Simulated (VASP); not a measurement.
Input of a VASP 6.6.1 run:

Contents of INCAR:

```
SYSTEM = Zr12H
PREC = Accurate
ENCUT = 520
EDIFF = 1E-7
ISMEAR = -1
SIGMA = 0.1
LREAL = .FALSE.
LASPH = .TRUE.
NELM = 60
ALGO = Normal
ISIF = 2
LWAVE = .FALSE.
LCHARG = .FALSE.
GGA = PE
NBANDS = 84
```

Contents of KPOINTS:

```
Automatic mesh
0
G
  3 2 3
  0 0 0
```

File POSCAR:

```
Zr12H
1.0
    6.4600000000      0.0000000000      0.0000000000
   -4.8450000000      8.3917860000      0.0000000000
    0.0000000000      0.0000000000      5.1453900000
Zr H
12 1
Direct
    0.0023699535      0.0013411850     -0.0060637300
    0.1666263554      0.2214431957      0.4926226384
    0.0029174210      0.3306993932     -0.0020386281
    0.1722113579      0.5580887610      0.5074569692
    0.0022307473      0.6704238559      0.0033195671
    0.1693737873      0.8910701444      0.5000688009
    0.4985908560     -0.0016936136     -0.0016633985
    0.6653408755      0.2186395070      0.4953921191
    0.4955188057      0.3314183921     -0.0076570360
    0.6648742174      0.5586136558      0.5011404201
    0.5012221183      0.6679753097      0.0061649331
    0.6658749038      0.8880649622      0.5035759858
    0.8342315009      0.4444257518      0.2496240589
```

Potentials or basis: VASP PAW PBE potentials, release 64 (Zr_sv, H).

The run is started by

```bash
$ cat potpaw_PBE.64/Zr_sv/POTCAR potpaw_PBE.64/H/POTCAR > POTCAR
$ mpirun -np 1 vasp_std > vasp.out
```

(1) Estimate the largest force.

(2) Estimate the pressure.

Answers

(1) 0.038 eV/Å.

(2) 1.4 GPa.

Caveat: the k points lie up to 0.41 Å⁻¹ apart.
